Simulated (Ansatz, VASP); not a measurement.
One calculation of SnF4, two programs

```
Sn F
1.0
    -2.05538    2.02500    3.96500
     2.05538   -2.02500    3.96500
     2.05538    2.02500   -3.96500
Sn F
1 4
Cartesian
  0.0000 0.0000 0.0000
  0.0000 0.0000 1.8794
  0.0000 0.0000 6.0506
  0.0000 2.0250 0.0000
  2.0554 0.0000 0.0000
```

Change from the starting cell: strain +0.0150 x Voigt [1, 0, 0, 0, 0, 0], atoms carried along.

Alike in both runs: task single point; functional LDA; k mesh 8 × 8 × 8; occupations gaussian, width 0.05 eV; no spin polarisation.

|  | VASP | Ansatz |
| --- | --- | --- |
| version | VASP 6.6.1 | Ansatz 0.2.0 |
| potentials or method | VASP PAW LDA potentials, release 64 (Sn_d, F), cutoff 520 eV | scalar-relativistic, plane waves, PAW |
| valence electrons in the cell | 42 | 42 |

|  | VASP | Ansatz | Ansatz less VASP |
| --- | --- | --- | --- |
| gap on the k mesh at the Fermi level (eV) | 3.28 | 3.30 | +0.016 |
| least direct gap on the mesh (eV) | 3.52 | 3.53 | +0.012 |
| pressure (GPa) | -1.5 | -2.4 | -0.93 |
| traceless stress, the component that is largest in VASP (GPa) | -2.88 | -2.38 | +0.504 |
| rms of the force components (eV/Å) | 0.096 | 0.006 | -0.0899 |

LDA's correlation is that of Perdew and Zunger in VASP and of Perdew and Wang (1992) in Ansatz. Atom by atom the forces differ by 0.090 eV/Å (rms over components).
